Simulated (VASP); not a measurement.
# Ni (Fm-3m) in VASP: a series of runs, part 2 of 2

VASP 6.6.1. The steps go on from the part before.

**3. Single point, LDA, collinear spin, ferromagnetic start**

The input, INCAR:

```
PREC = Accurate
ENCUT = 520
EDIFF = 1E-6
ISMEAR = -1
SIGMA = 0.1
LREAL = False
LASPH = True
NELM = 150
ALGO = Normal
ISIF = 2
LWAVE = False
LCHARG = True
ISPIN = 2
MAGMOM = 0.19
LORBIT = 11
NUPDOWN = 0.19
LMAXMIX = 4
GGA = CA
LELF = True
LVHAR = True
NBANDS = 15
```

The input, KPOINTS:

```
regular mesh
0
Gamma
  16 16 16
```

The input, POSCAR:

```
Ni
1.0
    0.0000000000      1.7619350000      1.7619350000
    1.7619350000      0.0000000000      1.7619350000
    1.7619350000      1.7619350000      0.0000000000
Ni
1
Direct
    0.0000000000      0.0000000000      0.0000000000
```

Potentials or basis: VASP PAW LDA potentials, release 64 (Ni).

On the command line:

```bash
$ cat potpaw_LDA.64/Ni/POTCAR > POTCAR
$ mpirun -np 1 vasp_std > vasp.out
```

OUTCAR:

```text
PREC = Accurate
   ENCUT = 520
   EDIFF = 1E-6
   ISMEAR = -1
   LREAL = False
   LASPH = True
   NELM = 150
   ISIF = 2
   ISPIN = 2
   LORBIT = 11
   NUPDOWN = 0.19
   GGA = CA

 ion  position               nearest neighbor table
   1  0.000  0.000  0.000-

  LATTYP: Found a face centered cubic cell.
 ALAT       =     3.5238700000

  Lattice vectors:

 A1 = (   0.0000000000,   1.7619350000,   1.7619350000)
 A2 = (   1.7619350000,   0.0000000000,   1.7619350000)
 A3 = (   1.7619350000,   1.7619350000,   0.0000000000)

Analysis of symmetry for initial positions (statically):
=====================================================================
 Subroutine PRICEL returns:
 Original cell was already a primitive cell.

 Routine SETGRP: Setting up the symmetry group for a
 face centered cubic supercell.

 Subroutine GETGRP returns: Found 48 space group operations
 (whereof 48 operations were pure point group operations)
 out of a pool of 48 trial point group operations.

The static configuration has the point symmetry O_h .

Analysis of symmetry for dynamics (positions and initial velocities):
=====================================================================
 Subroutine PRICEL returns:
 Original cell was already a primitive cell.

 Routine SETGRP: Setting up the symmetry group for a
 face centered cubic supercell.

 Subroutine GETGRP returns: Found 48 space group operations
 (whereof 48 operations were pure point group operations)
 out of a pool of 48 trial point group operations.

The dynamic configuration has the point symmetry O_h .

Analysis of structural, dynamic, and magnetic symmetry:
=====================================================================
 Subroutine PRICEL returns:
 Original cell was already a primitive cell.

 Routine SETGRP: Setting up the symmetry group for a
 face centered cubic supercell.

 Subroutine GETGRP returns: Found 48 space group operations
 (whereof 48 operations were pure point group operations)
 out of a pool of 48 trial point group operations.

The overall configuration has the point symmetry O_h .

 Subroutine INISYM returns: Found 48 space group operations
 (whereof 48 operations are pure point group operations),
 and found     1 'primitive' translations

----------------------------------------------------------------------------------------

                                     Primitive cell

  volume of cell :      10.9396

  direct lattice vectors                    reciprocal lattice vectors
     0.000000000  1.761935000  1.761935000    -0.283778914  0.283778914  0.283778914
     1.761935000  0.000000000  1.761935000     0.283778914 -0.283778914  0.283778914
     1.761935000  1.761935000  0.000000000     0.283778914  0.283778914 -0.283778914

  length of vectors
     2.491752373  2.491752373  2.491752373     0.491519496  0.491519496  0.491519496

  position of ions in fractional coordinates (direct lattice)
     0.000000000  0.000000000  0.000000000

  ion indices of the primitive-cell ions
   primitive index   ion index
                 1           1

----------------------------------------------------------------------------------------

 KPOINTS: regular mesh

Automatic generation of k-mesh.
 Grid dimensions read from file:
 generate k-points for:   16   16   16

 Generating k-lattice:

  Cartesian coordinates                     Fractional coordinates (reciprocal lattice)
    -0.017736182  0.017736182  0.017736182     0.062500000  0.000000000  0.000000000
[... 70 lines left out ...]
   NELECT =      10.0000    total number of electrons
   NUPDOWN=       0.1900    fix difference up-down
   EMIN   =  10.00;   EMAX   =-10.00  energy-range for DOS
   EFERMI =   0.00;   METHOD = LEGACY
   ISMEAR =    -1;   SIGMA  =   0.10  broadening in eV -4-tet -1-fermi 0-gaus
   EFERMI_NEDOS =   21; number of points for ismear=-14 and -15
   IALGO  =     38    algorithm
   IMIX   =      4    mixing-type and parameters
     AMIX     =   0.40;   BMIX     =  1.00
     AMIX_MAG =   1.60;   BMIX_MAG =  1.00
  volume/ion in A,a.u.               =      10.94        73.82
  Fermi-wavevector in a.u.,A,eV,Ry     =   1.588821  3.002436 34.345893  2.524352
  Thomas-Fermi vector in A             =   2.687765
   LORBIT       =     11    0 simple, 1 ext, 2 COOP (PROOUT), +10 PAW based schemes
   GGA     = CA    functional components
   LHFCALC =     F    Hartree Fock is set to
   AEXX    =    0.0000 exact exchange contribution
   IVDW    =     0    specifies the selected vdW correction
   LEPSILON=     F    determine dielectric tensor
   LRPA    =     F    only Hartree local field effects (RPA)
 spin polarized calculation
  energy-cutoff  :      520.00
  volume of cell :       10.94
 maximum number of plane-waves:       306
   NGX =  9   NGY =  9   NGZ =  9

 number of electron      10.0000010 magnetization       0.1900000

 Free energy of the ion-electron system (eV)
  ---------------------------------------------------
  ext. energy  EPLUGINS =         0.00000000
  ---------------------------------------------------
  free energy    TOTEN  =        -6.53584768 eV

  energy without entropy =       -6.44838966  energy(sigma->0) =       -6.49211867

 E-fermi :   8.8572     XC(G=0): -13.5793

 val. band max:        8.8565667363   @ k =  -0.4375   0.1250   0.0625
 cond. band min:       8.7869881777   @ k =   0.3750   0.1875   0.0000
 fundamental gap:     -0.0695785586
 Fermi energy:         8.7834913474

 spin component 1

 k-point     1 :       0.0000    0.0000    0.0000
  band No.  band energies     occupation
      1       0.0171      1.00000
      2       6.8387      1.00000
      3       6.8387      1.00000
      4       6.8387      1.00000
      5       7.9630      0.99973
      6       7.9630      0.99973
      7      32.6814      0.00000
      8      36.4104      0.00000
      9      36.4104      0.00000
     10      36.4104      0.00000
     11      39.3982      0.00000
     12      39.3982      0.00000
     13      39.3982      0.00000
     14      42.5316      0.00000
[... 403 lines left out ...]
      4       6.9405      1.00000
      5       7.8777      0.99988
      6       7.9786      0.99968
      7      31.3175      0.00000
      8      32.8903      0.00000
      9      35.1829      0.00000
     10      36.9929      0.00000
     11      39.5649      0.00000
     12      39.7118      0.00000
     13      42.6203      0.00000
     14      44.6354      0.00000
     15      45.1726      0.00000

 [... further k-points ...]

 spin component 2

 k-point     1 :       0.0000    0.0000    0.0000
  band No.  band energies     occupation
      1       0.0272      1.00000
      2       7.0336      1.00000
      3       7.0336      1.00000
      4       7.0336      1.00000
      5       8.1436      0.99920
      6       8.1436      0.99920
      7      32.6719      0.00000
      8      36.4236      0.00000
      9      36.4236      0.00000
     10      36.4236      0.00000
     11      39.4471      0.00000
     12      39.4471      0.00000
     13      39.4471      0.00000
     14      42.5197      0.00000
[... 403 lines left out ...]
      4       7.1358      1.00000
      5       8.0568      0.99967
      6       8.1595      0.99907
      7      31.3360      0.00000
      8      32.9146      0.00000
      9      35.1948      0.00000
     10      37.0071      0.00000
     11      39.6123      0.00000
     12      39.7299      0.00000
     13      42.6402      0.00000
     14      44.6846      0.00000
     15      45.1928      0.00000

 [... further k-points ...]

------------------------ aborting loop because EDIFF is reached ----------------------------------------

  FORCE on cell =-STRESS in cart. coord.  units (eV):
  Direction    XX          YY          ZZ          XY          YZ          ZX
  --------------------------------------------------------------------------------------
  -------------------------------------------------------------------------------------
  Total       -1.2296931     -1.2296931     -1.2296931      0.0000000     -0.0000000     -0.0000000
  in kB     -180.0974964   -180.0974964   -180.0974964      0.0000000     -0.0000000     -0.0000000
  external PRESSURE =    -180.0974964 kB  Pullay stress =       0.0000000 kB

 VOLUME and BASIS-vectors are now :
 -----------------------------------------------------------------------------
  energy-cutoff  :      520.00
  volume of cell :       10.94
      direct lattice vectors                 reciprocal lattice vectors
     0.000000000  1.761935000  1.761935000    -0.283778914  0.283778914  0.283778914
     1.761935000  0.000000000  1.761935000     0.283778914 -0.283778914  0.283778914
     1.761935000  1.761935000  0.000000000     0.283778914  0.283778914 -0.283778914

 POSITION                                       TOTAL-FORCE (eV/Angst)
 -----------------------------------------------------------------------------------
      0.00000      0.00000      0.00000         0.000000     -0.000000      0.000000
 -----------------------------------------------------------------------------------
    total drift:                               -0.000000     -0.000000     -0.000000

  FREE ENERGIE OF THE ION-ELECTRON SYSTEM (eV)
  ---------------------------------------------------
  free  energy   TOTEN  =        -6.5358476813 eV

  energy  without entropy=       -6.4483896618  energy(sigma->0) =       -6.49211867

 total charge

# of ion       s       p       d       tot
------------------------------------------
    1        0.495   0.488   8.330   9.312

 magnetization (x)

# of ion       s       p       d       tot
------------------------------------------
    1       -0.002  -0.007   0.201   0.192
```

Run time: 1.8 min. Hardware: 1 thread of AMD EPYC 7R13, shared host; peak memory 0.12 GiB.

Results:

```
Free energy                                           : -6.5358 eV
Pressure                                              : -18.0 GPa
Net moment                                            : 0.19 μB per cell
Site moments                                          : Ni +0.19 μB
Valence electrons inside the program's atomic spheres : Ni 9.31
```

Caveat: the total moment is fixed, so each spin has its own Fermi level.

**4. Single point, LDA, collinear spin, ferromagnetic start**

The input, INCAR:

```
  ALGO = Normal
  EDIFF = 1E-6
  ENCUT = 520
  ISIF = 2
  ISMEAR = -1
  ISPIN = 2
  LASPH = T
  LCHARG = T
  LELF = T
  LMAXMIX = 4
  LORBIT = 11
  LREAL = F
  LVHAR = T
  LWAVE = F
  MAGMOM = 0.19
  NBANDS = 15
  NELM = 150
  NUPDOWN = 0.19
  PREC = Accurate
  SIGMA = 0.1
```

The input, KPOINTS:

```
k-points
0
Gamma
  16 16 16
```

POSCAR is that of step 3.

On the command line:

```bash
$ cat potpaw_LDA.64/Ni/POTCAR > POTCAR
$ mpirun -np 1 vasp_std > vasp.out
```

Wall time 2 min (1 thread of AMD EPYC 7R13, shared host); peak memory 0.12 GiB.

Results (log left out):

- Free energy: -6.5358 eV
- Pressure: -18.0 GPa
- Net moment: 0.19 μB per cell
- Site moments: Ni +0.19 μB
- Valence electrons inside the program's atomic spheres: Ni 9.31

Caveat: the total moment is fixed, so each spin has its own Fermi level.
